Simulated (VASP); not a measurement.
# Cd3Te5 in VASP: notebook, part 2 of 2

VASP 6.6.1. Earlier steps stand in the parts before.

**4. Single point, PBE**

This run uses another cell than the first one, of 29.74 Å³/atom, 0.998 times its volume.

Input file INCAR:

```
  ALGO = Normal
  EDIFF = 1E-6
  ENCUT = 520
  GGA = PE
  ISIF = 2
  ISMEAR = 0
  LASPH = T
  LCHARG = T
  LELF = T
  LREAL = F
  LVHAR = T
  LWAVE = F
  NBANDS = 43
  NELM = 80
  PREC = Accurate
  SIGMA = 0.2
```

Input file KPOINTS:

```
k-points
0
Gamma
  4 4 4
```

Input file POSCAR:

```
Cd3Te5
1.0
    6.1964178601      0.0006112001      0.0004332378
    0.0006108065      6.1967221910      0.0000723835
    0.0004413039      0.0000639965      6.1962966976
Cd Te
3 5
Direct
    0.4997360840      1.0000544286      0.0001469827
    1.0002243178      0.4994958889      1.0001747589
   -0.0001604707     -0.0000019804      0.4988772606
    0.0000946950      0.5001689238      0.5001997820
    0.4998899542      1.0001374740      0.5002253051
    0.5001970594      0.5001051713      0.0002575333
   -0.0000406018     -0.0001143561     -0.0001158237
    0.5000589622      0.5001544499      0.5002342013
```

Potentials or basis: VASP PAW PBE potentials, release 64 (Cd, Te).

The run is started by

```sh
$ cat potpaw_PBE.64/Cd/POTCAR potpaw_PBE.64/Te/POTCAR > POTCAR
$ mpirun -np 1 vasp_std > vasp.out
```

OUTCAR:

```text
EDIFF = 1E-6
   ENCUT = 520
   GGA = PE
   ISIF = 2
   ISMEAR = 0
   LASPH = T
   LREAL = F
   NELM = 80
   PREC = Accurate

 ion  position               nearest neighbor table
   1  0.500  0.000  0.000-   7 3.10   5 3.10   6 3.10   5 3.10   6 3.10   7 3.10
   2  0.000  0.499  0.000-   7 3.10   4 3.10   6 3.10   4 3.10   6 3.10   7 3.10
   3  1.000  1.000  0.499-   7 3.09   4 3.10   5 3.10   5 3.10   4 3.10   7 3.10
   4  0.000  0.500  0.500-   3 3.10   8 3.10   2 3.10   2 3.10   8 3.10   3 3.10
   5  0.500  0.000  0.500-   1 3.10   3 3.10   8 3.10   8 3.10   3 3.10   1 3.10
   6  0.500  0.500  0.000-   8 3.10   2 3.10   1 3.10   8 3.10   2 3.10   1 3.10
   7  1.000  1.000  1.000-   3 3.09   2 3.10   1 3.10   1 3.10   2 3.10   3 3.10
   8  0.500  0.500  0.500-   4 3.10   6 3.10   5 3.10   6 3.10   4 3.10   5 3.10

  LATTYP: Found a base centered monoclinic cell.
 ALAT       =    29.0628561073
 B/A-ratio  =     0.3015580246
 C/A-ratio  =     0.6395958362
 COS(beta)  =    -0.9949368838

  Lattice vectors:

 A1 = ( -12.3926662176,   6.1954357943,  -6.1970907897)
 A2 = (  -6.1956375510,  12.3927691854,  -6.1965851684)
 A3 = (  12.3920554111, -12.3921579853,   6.1970184062)

Analysis of symmetry for initial positions (statically):
=====================================================================
 Subroutine PRICEL returns:
 Original cell was already a primitive cell.

 Routine SETGRP: Setting up the symmetry group for a
 base centered monoclinic supercell.

 Subroutine GETGRP returns: Found  1 space group operations
 (whereof  1 operations were pure point group operations)
 out of a pool of  4 trial point group operations.

The static configuration has the point symmetry C_1 .

Analysis of symmetry for dynamics (positions and initial velocities):
=====================================================================
 Subroutine PRICEL returns:
 Original cell was already a primitive cell.

 Routine SETGRP: Setting up the symmetry group for a
 base centered monoclinic supercell.

[... 143 lines left out ...]
   AEXX    =    0.0000 exact exchange contribution
   IVDW    =     0    specifies the selected vdW correction
   LEPSILON=     F    determine dielectric tensor
   LRPA    =     F    only Hartree local field effects (RPA)
 non-spin polarized calculation
 Gauss-broadening in eV      SIGMA  =   0.20
  energy-cutoff  :      520.00
  volume of cell :      237.92
 maximum number of plane-waves:      6432
 NGX is ok and might be reduce to    48
   NGX = 23   NGY = 23   NGZ = 23

 number of electron      65.9999984 magnetization

 Free energy of the ion-electron system (eV)
  ---------------------------------------------------
  ext. energy  EPLUGINS =         0.00000000
  ---------------------------------------------------
  free energy    TOTEN  =       -19.97522676 eV

  energy without entropy =      -19.95314025  energy(sigma->0) =      -19.96418350

 E-fermi :   4.9119     XC(G=0):  -9.5536

 val. band max:        4.7780443648   @ k =  -0.0000   0.0000   0.2500
 cond. band min:       5.0578310247   @ k =  -0.2500   0.2500   0.0000
 fundamental gap:      0.2797866599
 Fermi energy:         4.9119108966

 k-point     1 :       0.0000    0.0000    0.0000
  band No.  band energies     occupation
      1      -8.2952      2.00000
      2      -6.2756      2.00000
      3      -6.2754      2.00000
      4      -6.1816      2.00000
      5      -4.8285      2.00000
      6      -3.7010      2.00000
[... 1093 lines left out ...]
     42       9.7996      0.00000
     43       9.8342      0.00000

 [... further k-points ...]

------------------------ aborting loop because EDIFF is reached ----------------------------------------

  FORCE on cell =-STRESS in cart. coord.  units (eV):
  Direction    XX          YY          ZZ          XY          YZ          ZX
  --------------------------------------------------------------------------------------
  -------------------------------------------------------------------------------------
  Total        0.1059888      0.0997847      0.1091880     -0.0046876     -0.0005674     -0.0033545
  in kB        0.7137331      0.6719543      0.7352760     -0.0315667     -0.0038207     -0.0225896
  external PRESSURE =       0.7069878 kB  Pullay stress =       0.0000000 kB

 VOLUME and BASIS-vectors are now :
 -----------------------------------------------------------------------------
  energy-cutoff  :      520.00
  volume of cell :      237.92
      direct lattice vectors                 reciprocal lattice vectors
     6.196417860  0.000611200  0.000433238     0.161383567 -0.000015907 -0.000011494
     0.000610807  6.196722191  0.000072383    -0.000015918  0.161375640 -0.000001666
     0.000441304  0.000063996  6.196296698    -0.000011284 -0.000001884  0.161386721

 POSITION                                       TOTAL-FORCE (eV/Angst)
 -----------------------------------------------------------------------------------
      3.09657      0.00064      0.00113         0.000938      0.000058     -0.000296
      0.00170      3.09524      0.00112        -0.000277      0.001350     -0.000733
      6.19625      6.19735      3.09170        -0.000046      0.001046      0.004333
      0.00111      3.09944      3.09942        -0.001001     -0.002337      0.000273
      3.09775      0.00119      3.09976         0.001547      0.000927     -0.000483
      3.09974      3.09932      0.00185        -0.001222     -0.000564     -0.000248
      6.19722      6.19669      6.19608        -0.000552      0.000273     -0.002929
      3.09910      3.09966      3.09985         0.000612     -0.000752      0.000084
 -----------------------------------------------------------------------------------
    total drift:                               -0.000006     -0.000019     -0.000044

  FREE ENERGIE OF THE ION-ELECTRON SYSTEM (eV)
  ---------------------------------------------------
  free  energy   TOTEN  =       -19.9752267562 eV

  energy  without entropy=      -19.9531402462  energy(sigma->0) =      -19.96418350
```

OSZICAR:

```text
N       E                     dE             d eps       ncg     rms          rms(c)
DAV:   1     0.401277738882E+03    0.40128E+03   -0.28561E+04  3096   0.133E+03
DAV:   2     0.444168295380E+01   -0.39684E+03   -0.38114E+03  3477   0.301E+02
DAV:   3    -0.202490106485E+02   -0.24691E+02   -0.24208E+02  3628   0.725E+01
DAV:   4    -0.206545604330E+02   -0.40555E+00   -0.40450E+00  3594   0.831E+00
DAV:   5    -0.206621371145E+02   -0.75767E-02   -0.75755E-02  3705   0.116E+00    0.136E+01
DAV:   6    -0.200119647236E+02    0.65017E+00   -0.13564E+00  3319   0.772E+00    0.969E+00
DAV:   7    -0.199836961230E+02    0.28269E-01   -0.64703E-01  3436   0.307E+00    0.256E+00
DAV:   8    -0.199750052991E+02    0.86908E-02   -0.71932E-02  3329   0.184E+00    0.144E+00
DAV:   9    -0.199756500125E+02   -0.64471E-03   -0.10573E-02  3436   0.563E-01    0.227E-01
DAV:  10    -0.199751979039E+02    0.45211E-03   -0.22499E-03  3402   0.365E-01    0.602E-02
DAV:  11    -0.199752183274E+02   -0.20424E-04   -0.17693E-04  3595   0.581E-02    0.439E-02
DAV:  12    -0.199752287857E+02   -0.10458E-04   -0.28054E-05  3462   0.232E-02    0.216E-02
DAV:  13    -0.199752271161E+02    0.16696E-05   -0.14604E-05  3308   0.250E-02    0.471E-03
DAV:  14    -0.199752267562E+02    0.35990E-06   -0.14542E-06  2216   0.725E-03
   1 F= -.19975227E+02 E0= -.19964184E+02  d E =-.220865E-01
```

Wall time 3.1 min (1 thread of Intel Xeon 6975P-C (Granite Rapids), shared host); peak memory 0.5 GiB.

Results:

```
Free energy            : -19.9752 eV
Pressure               : 0.1 GPa
Largest force          : 0.004 eV/Å
Band gap on the k mesh : zero (band 33 reaches 5.45 eV, above the bottom of band 34 at 3.75 eV)
```

Forces in eV/Å, atoms in the order of the input:
```
Cd   0.001  0.000  0.000
Cd   0.000  0.001 -0.001
Cd   0.000  0.001  0.004
Te  -0.001 -0.002  0.000
Te   0.002  0.001  0.000
Te  -0.001 -0.001  0.000
Te  -0.001  0.000 -0.003
Te   0.001 -0.001  0.000
```

Levels at points of the mesh, in eV from the Fermi level:
```csv
k point,band 30,band 31,band 32,band 33,band 34,band 35,band 36,band 37
"(0.00, 0.00, 0.00)",-1.74,-1.74,-1.17,-1.16,-1.16,-0.65,2.82,2.82
"(0.50, 0.00, 0.00)",-1.83,-1.75,-1.74,-1.73,1.43,1.60,1.66,2.86
"(0.00, 0.50, 0.00)",-1.83,-1.75,-1.74,-1.73,1.43,1.60,1.66,2.86
"(0.50, 0.50, 0.00)",-1.89,-1.43,-0.85,-0.39,-0.39,2.01,2.61,2.61
"(0.00, 0.00, 0.50)",-1.83,-1.75,-1.74,-1.73,1.43,1.60,1.66,2.86
"(0.50, 0.00, 0.50)",-1.89,-1.43,-0.85,-0.39,-0.39,2.01,2.61,2.61
"(0.00, 0.50, 0.50)",-1.89,-1.43,-0.85,-0.39,-0.39,2.01,2.61,2.61
"(0.50, 0.50, 0.50)",-0.72,-0.72,-0.72,-0.57,-0.57,-0.57,2.24,2.47
```

Caveat: spin-orbit coupling is left out, which moves the levels of the heavy elements.

**5. Relaxation of cell and atoms, PBE**

This run uses another cell than the first one, of 30.42 Å³/atom, 1.020 times its volume.

Input file INCAR:

```
SYSTEM = Cd3Te5
ALGO = Normal
EDIFF = 1E-6
EDIFFG = -0.01
ENCUT = 600
GGA = PE
IBRION = 2
ISIF = 3
ISMEAR = 0
LASPH = .True.
LCHARG = .False.
LREAL = .False.
LWAVE = .False.
NELM = 60
NSW = 100
PREC = Accurate
SIGMA = 0.1
```

Input file KPOINTS:

```
k-points
0
Gamma
  6 6 6
  0 0 0
```

Input file POSCAR:

```
Cd3Te5
1.0
    6.2430743866      0.0000000000      0.0000000000
    0.0000000000      6.2430743866      0.0000000000
    0.0000000000      0.0000000000      6.2430743866
Cd Te
3 5
Direct
    0.5000000000      0.0000000000      0.0000000000
    0.0000000000      0.5000000000      0.0000000000
    0.0000000000      0.0000000000      0.5000000000
    0.0000000000      0.5000000000      0.5000000000
    0.5000000000      0.0000000000      0.5000000000
    0.5000000000      0.5000000000      0.0000000000
    0.0000000000      0.0000000000      0.0000000000
    0.5000000000      0.5000000000      0.5000000000
```

The run is started by

```sh
$ cat potpaw_PBE.64/Cd/POTCAR potpaw_PBE.64/Te/POTCAR > POTCAR
$ mpirun -np 1 vasp_std > vasp.out
```

Run time: 11 min. Hardware: 1 thread of AMD EPYC 7R43 (Zen 3), shared host; peak memory 0.44 GiB.

Results (log left out):

* Free energy: -19.5915 eV
* Relaxed volume: 29.84 Å³/atom
* Relaxed cell: a = 6.203 Å, b = 6.203 Å, c = 6.203 Å, α = 90.00°, β = 90.00°, γ = 90.00°
* Space group after relaxing (to 0.05 Å): Pm-3m (No. 221)
* Energy gained by relaxing: 1.6 meV/atom
* Ionic steps: 3
* Pressure after relaxing: 0.0 GPa
* Band gap on the k mesh: zero (band 33 reaches 5.01 eV, above the bottom of band 34 at 3.71 eV)

Step by step:
```csv
step,energy change (eV),largest force (eV/Å),pressure (GPa),volume (Å³)
1,0.0000,0.0000,-0.85,243.33
2,-0.0118,0.0000,0.20,237.67
3,-0.0125,0.0000,0.02,238.71
```

Final structure:
```xyz
8
Lattice="6.2033 0.0000 0.0000 0.0000 6.2033 0.0000 0.0000 0.0000 6.2033" Properties=species:S:1:pos:R:3 pbc="T T T"
Cd    3.1017    0.0000    0.0000
Cd    0.0000    3.1017    0.0000
Cd    0.0000    0.0000    3.1017
Te    0.0000    3.1017    3.1017
Te    3.1017    0.0000    3.1017
Te    3.1017    3.1017    0.0000
Te    0.0000    0.0000    0.0000
Te    3.1017    3.1017    3.1017
```

Levels at points of the mesh, in eV from the Fermi level:
```csv
k point,band 29,band 30,band 31,band 32,band 33,band 34,band 35,band 36,band 37,band 38
"(0.00, 0.00, 0.00)",-2.61,-1.77,-1.77,-1.20,-1.20,-1.20,-0.70,2.77,2.77,2.77
"(0.50, 0.00, 0.00)",-2.45,-1.86,-1.78,-1.78,-1.76,1.38,1.55,1.62,2.81,2.81
"(0.50, 0.50, 0.00)",-2.13,-1.92,-1.46,-0.89,-0.43,-0.43,1.97,2.57,2.57,2.88
"(0.50, 0.50, 0.50)",-1.05,-0.76,-0.76,-0.76,-0.62,-0.62,-0.62,2.20,2.43,2.43
```

Caveat: spin-orbit coupling is left out, which moves the levels of the heavy elements.

**6. Overview**

| task | cell | k mesh | cutoff (eV) | smearing | gap on the mesh (eV) | pressure (GPa) | relaxed volume (Å³/atom) |
| --- | --- | --- | --- | --- | --- | --- | --- |
| single point | a = 6.201 Å, 8 atoms | 6 × 6 × 6 | 520 | gaussian 0.1 eV | none | 0.1 | - |
| relaxation of cell and atoms | relaxed from a = 6.481 Å, 8 atoms | 3 × 3 × 3 | 600 | gaussian 0.2 eV | none | 0.1 | 30.19 |
| single point | a = 6.196 Å, 8 atoms | 4 × 4 × 4 | 520 | gaussian 0.2 eV | none | 0.1 | - |
| relaxation of cell and atoms | relaxed from a = 6.243 Å, 8 atoms | 6 × 6 × 6 | 600 | gaussian 0.1 eV | none | 0.0 | 29.84 |

Alike in all rows: level PBE; potentials or basis VASP PAW PBE potentials, release 64 (Cd, Te); no spin polarisation.

Caveats: spin-orbit coupling is left out, which moves the levels of the heavy elements.

Total energies depend on the potentials used, so only differences within one code and one set of settings carry meaning.
